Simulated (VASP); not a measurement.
Sn, 1 atom in the cell. It takes space group Immm (No. 71, orthorhombic). The conventional cell has a = 3.521 Å, b = 3.621 Å, c = 4.768 Å, α = 90.00°, β = 90.00°, γ = 90.00°. Within 4.8 Å of Sn (site symmetry mmm) lie 14 Sn at 3.47 to 4.77 Å. 

```yaml
Program: VASP 6.6.1
Task: single point
Functional: PBE0
Potentials_or_basis: VASP PAW PBE potentials, release 64 (Sn_d)
Cutoff: 520 eV
k_mesh: 6 × 6 × 6
Occupations: fermi-dirac, width 0.05 eV
Spin: no spin polarisation
Dipole_correction: no
Grid_for_exact_exchange_PRECFOCK: Normal
Further_INCAR_settings: ALGO = Normal; EDIFF = 1e-07; NBANDS = 13
Share_of_exact_exchange: 0.25
```

Potentials or basis: VASP PAW PBE potentials, release 64 (Sn_d).

The run is started by

```sh
$ cat potpaw_PBE.64/Sn_d/POTCAR > POTCAR
$ cp INCAR.step1 INCAR
$ mpirun -np 1 vasp_std > vasp.out
$ cp INCAR.step2 INCAR
$ mpirun -np 1 vasp_std > vasp.out
```

Hardware: 1 thread of Oxide Virtual Turin-like Processor, on a shared host.

Question: How long does it take, and how much memory?

Answer: Run time: 72 min on 1 thread of Oxide Virtual Turin-like Processor, on a shared host, peak memory 0.15 GiB. Counts: k points 46.
